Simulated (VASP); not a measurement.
# Hf3H4 (P-3m1) in VASP: relaxation of cell and atoms with PBE

Aim: the relaxation of cell and atoms of Hf3H4 with PBE.

Program: VASP 6.6.1. These are calculated values, not measurements. Logs are shortened: lines on timing, memory, paths and dates and some standing lists are left out, and cuts for length are marked.

### Step 1. The cell of the first run

Symmetry: P-3m1, No. 164, trigonal system. Conventional cell: a = 3.323 Å, b = 3.323 Å, c = 8.100 Å, α = 90.00°, β = 90.00°, γ = 120.00°. Within 2.7 Å of Hf (site symmetry 3m) lie 5 H at 2.02 to 2.05 Å. Hf (site symmetry -3m) has 6 H at 2.02 Å within 2.7 Å. Within 2.7 Å of H (site symmetry 3m) lie 4 Hf at 2.02 Å and 3 H at 2.31 Å. Within 2.7 Å of H (site symmetry 3m) lie 4 Hf at 2.05 Å and 3 H at 2.33 Å.

### Step 2. Relaxation of cell and atoms, PBE (atoms taken out)

The input, INCAR:

```
ALGO     = Normal         # electronic algorithm
EDIFF    = 1E-6           # SCF threshold, eV
EDIFFG   = -0.01          # ionic threshold
ENCUT    = 600            # plane-wave cutoff, eV
GGA      = PE             # functional
IBRION   = 2              # ionic algorithm
ISIF     = 3              # what is computed and relaxed
ISMEAR   = 0              # smearing method
LASPH    = T              # aspherical terms in the spheres
LCHARG   = F              # write CHGCAR
LREAL    = F              # projectors in reciprocal space
LWAVE    = F              # write WAVECAR
NELM     = 60             # most SCF steps
NSW      = 100            # ionic steps
PREC     = Accurate       # precision mode
SIGMA    = 0.1            # smearing width, eV
```

The input, KPOINTS:

```
k-points
0
Gamma
  12 12 4
```

The input, POSCAR:

```
Hf3H4
1.0
    3.3230762346      0.0000000000      0.0000000000
   -1.6615381173      2.8778684378      0.0000000000
    0.0000000000      0.0000000000      8.0996078174
Hf H
3 4
Direct
    0.3333333333      0.6666666667      0.6712748602
    0.6666666667      0.3333333333      0.3287251398
    0.0000000000      0.0000000000      0.0000000000
    0.3333333333      0.6666666667      0.9201769444
    0.3333333333      0.6666666667      0.4182750211
    0.6666666667      0.3333333333      0.5817249789
    0.6666666667      0.3333333333      0.0798230556
```

Potentials or basis: VASP PAW PBE potentials, release 64 (Hf_pv, H).

Run with:

```console
$ cat potpaw_PBE.64/Hf_pv/POTCAR potpaw_PBE.64/H/POTCAR > POTCAR
$ mpirun -np 1 vasp_std > vasp.out
```

OUTCAR:

```text
EDIFF = 1E-6
   EDIFFG = -0.01
   ENCUT = 600
   GGA = PE
   IBRION = 2
   ISIF = 3
   ISMEAR = 0
   LASPH = T
   LREAL = F
   NELM = 60
   NSW = 100
   PREC = Accurate

 ion  position               nearest neighbor table
   1  0.333  0.667  0.671-   4 2.02   5 2.05   6 2.05   6 2.05   6 2.05   3 3.28   3 3.28   3 3.28
                             2 3.37   2 3.37   2 3.37
   2  0.667  0.333  0.329-   7 2.02   6 2.05   5 2.05   5 2.05   5 2.05   3 3.28   3 3.28   3 3.28
                             1 3.37   1 3.37   1 3.37
   3  0.000  0.000  0.000-   4 2.02   7 2.02   4 2.02   7 2.02   7 2.02   4 2.02   1 3.28   2 3.28
                             1 3.28   2 3.28   1 3.28   2 3.28
   4  0.333  0.667  0.920-   1 2.02   3 2.02   3 2.02   3 2.02
   5  0.333  0.667  0.418-   1 2.05   2 2.05   2 2.05   2 2.05
   6  0.667  0.333  0.582-   2 2.05   1 2.05   1 2.05   1 2.05
   7  0.667  0.333  0.080-   2 2.02   3 2.02   3 2.02   3 2.02

  LATTYP: Found a hexagonal cell.
 ALAT       =     3.3230762346
 C/A-ratio  =     2.4373824871

  Lattice vectors:

 A1 = (   3.3230762346,   0.0000000000,   0.0000000000)
 A2 = (  -1.6615381173,   2.8778684378,   0.0000000000)
 A3 = (   0.0000000000,   0.0000000000,   8.0996078174)

Analysis of symmetry for initial positions (statically):
=====================================================================
 Subroutine PRICEL returns:
 Original cell was already a primitive cell.

 Routine SETGRP: Setting up the symmetry group for a
 hexagonal supercell.

 Subroutine GETGRP returns: Found 12 space group operations
 (whereof 12 operations were pure point group operations)
 out of a pool of 24 trial point group operations.

The static configuration has the point symmetry D_3d.

Analysis of symmetry for dynamics (positions and initial velocities):
=====================================================================
 Subroutine PRICEL returns:
 Original cell was already a primitive cell.

 Routine SETGRP: Setting up the symmetry group for a
 hexagonal supercell.

 Subroutine GETGRP returns: Found 12 space group operations
 (whereof 12 operations were pure point group operations)
 out of a pool of 24 trial point group operations.

The dynamic configuration has the point symmetry D_3d.

 Subroutine INISYM returns: Found 12 space group operations
 (whereof 12 operations are pure point group operations),
 and found     1 'primitive' translations

----------------------------------------------------------------------------------------

                                     Primitive cell

  volume of cell :      77.4596

  direct lattice vectors                    reciprocal lattice vectors
     3.323076235  0.000000000  0.000000000     0.300925988  0.173739700  0.000000000
    -1.661538117  2.877868438  0.000000000     0.000000000  0.347479401  0.000000000
     0.000000000  0.000000000  8.099607817     0.000000000  0.000000000  0.123462768

  length of vectors
     3.323076235  3.323076235  8.099607817     0.347479401  0.347479401  0.123462768

  position of ions in fractional coordinates (direct lattice)
     0.333333333  0.666666667  0.671274860
     0.666666667  0.333333333  0.328725140
     0.000000000  0.000000000  0.000000000
     0.333333333  0.666666667  0.920176944
     0.333333333  0.666666667  0.418275021
     0.666666667  0.333333333  0.581724979
     0.666666667  0.333333333  0.079823056

  ion indices of the primitive-cell ions
   primitive index   ion index
                 1           1
                 2           2
                 3           3
                 4           4
                 5           5
                 6           6
                 7           7

----------------------------------------------------------------------------------------

 KPOINTS: k-points

Automatic generation of k-mesh.
 Grid dimensions read from file:
 generate k-points for:   12   12    4

 Generating k-lattice:

  Cartesian coordinates                     Fractional coordinates (reciprocal lattice)
     0.025077166  0.014478308  0.000000000     0.083333333  0.000000000  0.000000000
     0.000000000  0.028956617  0.000000000     0.000000000  0.083333333  0.000000000
     0.000000000  0.000000000  0.030865692     0.000000000  0.000000000  0.250000000

  Length of vectors
     0.028956617  0.028956617  0.030865692

  Shift w.r.t. Gamma in fractional coordinates (k-lattice)
     0.000000000  0.000000000  0.000000000

 Subroutine IBZKPT returns following result:
 ===========================================

 Found     69 irreducible k-points:

 Following reciprocal coordinates:
            Coordinates               Weight
  0.000000  0.000000  0.000000      1.000000
  0.083333  0.000000  0.000000      6.000000
  0.166667  0.000000  0.000000      6.000000
  0.250000  0.000000  0.000000      6.000000
  0.333333  0.000000  0.000000      6.000000
  0.416667  0.000000  0.000000      6.000000
[... 16 lines left out ...]
  0.166667  0.000000  0.250000      6.000000
  0.000000  0.166667  0.250000      6.000000
 [... further k-points ...]
   k-points           NKPTS =     69   k-points in BZ     NKDIM =     69   number of bands    NBANDS=     21
   number of dos      NEDOS =    301   number of ions     NIONS =      7
   total plane-waves  NPLWV =  54880
   dimension x,y,z NGX =    28 NGY =   28 NGZ =   70
   dimension x,y,z NGXF=    56 NGYF=   56 NGZF=  140
   ions per type =               3   4
   NGX,Y,Z   is equivalent  to a cutoff of  14.01, 14.01, 14.37 a.u.
   NGXF,Y,Z  is equivalent  to a cutoff of  28.02, 28.02, 28.74 a.u.
 SYSTEM =  unknown system
   PREC   = accura    normal or accurate (medium, high low for compatibility)
   ISTART =      0    job   : 0-new  1-cont  2-samecut
   ICHARG =      2    charge: 1-file 2-atom 10-const
   ISPIN  =      1    spin polarized calculation?
   LNONCOLLINEAR =      F non collinear calculations
   LSORBIT =      F    spin-orbit coupling
   LASPH  =      T    aspherical Exc in radial PAW
   ENCUT  =  600.0 eV  44.10 Ry    6.64 a.u.   6.64  6.64 16.18*2*pi/ulx,y,z
   NELM   =     60;   NELMIN=  2; NELMDL= -5     # of ELM steps
   EDIFF  = 0.1E-05   stopping-criterion for ELM
   LREAL  =      F    real-space projection
   EDIFFG = -.1E-01   stopping-criterion for IOM
   NSW    =    100    number of steps for IOM
   IBRION =      2    ionic relax: 0-MD 1-quasi-New 2-CG
   NFREE  =      1    steps in history (QN), initial steepest desc. (CG)
   ISIF   =      3    stress and relaxation
   ISYM   =      2    0-nonsym 1-usesym 2-fastsym
   POTIM  = 0.5000    time-step for ionic-motion
   TEBEG  =    0.0;   TEEND  =   0.0 temperature during run
   PSTRESS=    0.0 pullay stress
   NELECT =      34.0000    total number of electrons
   NUPDOWN=      -1.0000    fix difference up-down
   EMIN   =  10.00;   EMAX   =-10.00  energy-range for DOS
   EFERMI =   0.00;   METHOD = LEGACY
   ISMEAR =     0;   SIGMA  =   0.10  broadening in eV -4-tet -1-fermi 0-gaus
   EFERMI_NEDOS =   21; number of points for ismear=-14 and -15
   IALGO  =     38    algorithm
   IMIX   =      4    mixing-type and parameters
     AMIX     =   0.40;   BMIX     =  1.00
     AMIX_MAG =   1.60;   BMIX_MAG =  1.00
  volume/ion in A,a.u.               =      11.07        74.67
  Fermi-wavevector in a.u.,A,eV,Ry     =   1.244159  2.351121 21.060905  1.547933
  Thomas-Fermi vector in A             =   2.378438
   LORBIT       =      0    0 simple, 1 ext, 2 COOP (PROOUT), +10 PAW based schemes
   GGA     = PE    functional components
   LHFCALC =     F    Hartree Fock is set to
   AEXX    =    0.0000 exact exchange contribution
   IVDW    =     0    specifies the selected vdW correction
   LEPSILON=     F    determine dielectric tensor
   LRPA    =     F    only Hartree local field effects (RPA)
 conjugate gradient relaxation of ions
 non-spin polarized calculation
 Gauss-broadening in eV      SIGMA  =   0.10
  energy-cutoff  :      600.00
  volume of cell :       77.46
 maximum number of plane-waves:      2624
 NGX is ok and might be reduce to    28
   NGX = 13   NGY = 13   NGZ = 33

--------------------------------------- Ionic step        1  -------------------------------------------

 number of electron      34.0000002 magnetization

 Free energy of the ion-electron system (eV)
  ---------------------------------------------------
  ext. energy  EPLUGINS =         0.00000000
  ---------------------------------------------------
  free energy    TOTEN  =       -46.17489932 eV

  energy without entropy =      -46.15647730  energy(sigma->0) =      -46.16568831

------------------------ aborting loop because EDIFF is reached ----------------------------------------

  FORCE on cell =-STRESS in cart. coord.  units (eV):
  Direction    XX          YY          ZZ          XY          YZ          ZX
  --------------------------------------------------------------------------------------
  -------------------------------------------------------------------------------------
  Total       -0.3388850     -0.3388850     -0.1194568      0.0000000      0.0000000      0.0000000
  in kB       -7.0095115     -7.0095115     -2.4708499      0.0000000      0.0000000      0.0000000
  external PRESSURE =      -5.4966243 kB  Pullay stress =       0.0000000 kB
[... 231 lines left out ...]
  energy  without entropy=      -46.1575906516  energy(sigma->0) =      -46.16688528

--------------------------------------- Ionic step        7  -------------------------------------------

 number of electron      34.0000001 magnetization

 Free energy of the ion-electron system (eV)
  ---------------------------------------------------
  ext. energy  EPLUGINS =         0.00000000
  ---------------------------------------------------
  free energy    TOTEN  =       -46.17621192 eV

  energy without entropy =      -46.15767396  energy(sigma->0) =      -46.16694294

 E-fermi :   4.7168     XC(G=0): -11.2437

 val. band max:        4.7065946647   @ k =   0.5000   0.0000   0.0000
 cond. band min:       4.7185615340   @ k =   0.4167   0.1667   0.0000
 fundamental gap:      0.0119668692
 Fermi energy:         4.7167951915

 k-point     1 :       0.0000    0.0000    0.0000
  band No.  band energies     occupation
      1     -26.3939      2.00000
      2     -26.3242      2.00000
      3     -26.1515      2.00000
      4     -26.1515      2.00000
      5     -25.8944      2.00000
      6     -25.8673      2.00000
[... 550 lines left out ...]
      5     -25.9863      2.00000
      6     -25.9515      2.00000
[... 13 lines left out ...]
     20       6.0396      0.00000
     21       6.5288      0.00000

 [... further k-points ...]

------------------------ aborting loop because EDIFF is reached ----------------------------------------

  FORCE on cell =-STRESS in cart. coord.  units (eV):
  Direction    XX          YY          ZZ          XY          YZ          ZX
  --------------------------------------------------------------------------------------
  -------------------------------------------------------------------------------------
  Total       -0.0194980     -0.0194980      0.0069538      0.0000000      0.0000000     -0.0000000
  in kB       -0.4048230     -0.4048230      0.1443764      0.0000000      0.0000000     -0.0000000
  external PRESSURE =      -0.2217565 kB  Pullay stress =       0.0000000 kB
[... 22 lines left out ...]
  FREE ENERGIE OF THE ION-ELECTRON SYSTEM (eV)
  ---------------------------------------------------
  free  energy   TOTEN  =       -46.1762119207 eV

  energy  without entropy=      -46.1576739645  energy(sigma->0) =      -46.16694294

 reached required accuracy - stopping structural energy minimisation
```

Wall time 3.2 min (1 thread of Intel Xeon 6975P-C (Granite Rapids), shared host); peak memory 0.31 GiB.

Results:

- Free energy: -46.1762 eV
- Relaxed volume: 11.02 Å³/atom
- Relaxed cell: a = 3.314 Å, b = 3.314 Å, c = 8.115 Å, α = 90.00°, β = 90.00°, γ = 120.00°
- Space group after relaxing (to 0.1 Å): P-3m1 (No. 164)
- Energy gained by relaxing: 0.2 meV/atom
- Ionic steps: 7
- Pressure after relaxing: 0.0 GPa
- Band gap on the k mesh: zero (bands 17 and 18 overlap by 0.79 eV)

Forces in eV/Å, atoms in the order of the input:
```
Hf   0.000  0.000 -0.001
Hf   0.000  0.000  0.001
Hf   0.000  0.000  0.000
H    0.000  0.000  0.003
H    0.000  0.000  0.001
H    0.000  0.000 -0.001
H    0.000  0.000 -0.003
```

Step by step:
```
step  energy change (eV)  largest force (eV/Å)  pressure (GPa)  volume (Å³)
   1              0.0000                0.0298           -0.55        77.46
   2             -0.0008                0.0254            0.22        77.03
   3             -0.0008                0.0247            0.12        77.10
   4             -0.0010                0.0251            0.07        77.12
   5             -0.0012                0.0259            0.00        77.15
   6             -0.0013                0.0125           -0.01        77.16
   7             -0.0013                0.0028           -0.02        77.17
```

Final structure:
```xyz
7
Lattice="3.3136 0.0000 0.0000 -1.6568 2.8697 0.0000 0.0000 0.0000 8.1153" Properties=species:S:1:pos:R:3 pbc="T T T"
Hf    0.0000    1.9131    5.4509
Hf    1.6568    0.9566    2.6644
Hf   -1.6568    2.8697    0.0000
H     0.0000    1.9131    7.4617
H     0.0000    1.9131    3.4038
H     1.6568    0.9566    4.7116
H     1.6568    0.9566    0.6537
```

Levels at points of the mesh, in eV from the Fermi level:
```csv
k point,band 14,band 15,band 16,band 17,band 18,band 19,band 20,band 21
"(0.00, 0.00, 0.00)",-1.64,0.05,0.05,0.49,0.83,0.83,1.03,1.03
"(0.50, 0.00, 0.00)",-3.41,-1.96,-0.66,-0.33,-0.01,1.15,1.17,4.32
"(0.00, 0.00, 0.50)",-1.08,-1.06,0.07,0.07,0.91,0.91,1.05,1.05
"(0.50, 0.00, 0.50)",-2.81,-2.50,-0.96,-0.29,0.46,0.50,3.04,3.21
```

Caveat: the cell differs from its parent crystal (atoms taken out); spin-orbit coupling is left out, which moves the levels of the heavy elements.
